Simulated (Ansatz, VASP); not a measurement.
One calculation of Te2Mo, two programs

```
Te Mo
1.0
     3.51855    0.00000    0.00000
    -1.75927    3.04715    0.00000
     0.00000    0.00000   17.78261
Te Mo
2 1
Direct
  0.33333 0.66667 0.89753
  0.33333 0.66667 0.10247
  0.00000 0.00000 0.00000
```

Change from the starting cell: equal strain along all axes, cell held, atoms relaxed: +1.5 %.

Alike in both runs: task relaxation of the atoms; functional LDA; k mesh 12 × 12 × 2; occupations gaussian, width 0.02 eV; no spin polarisation.

```csv
,VASP,Ansatz
version,VASP 6.6.1,Ansatz 0.2.0
potentials or method,"VASP PAW LDA potentials, release 64 (Te, Mo_sv), cutoff 520 eV","scalar-relativistic, plane waves, PAW"
valence electrons in the cell,26,46
```

```csv
,VASP,Ansatz,Ansatz less VASP
"gap on the k mesh at the Fermi level, each at its own relaxed structure (eV)",1.11,1.11,-0.005
```

LDA's correlation is that of Perdew and Zunger in VASP and of Perdew and Wang (1992) in Ansatz. VASP's potentials hold 26 valence electrons a cell and Ansatz's 46, so a difference there can come from the potentials and not from the codes. Ansatz's warnings: stress scf threshold loose.

Spin-orbit coupling is off throughout.
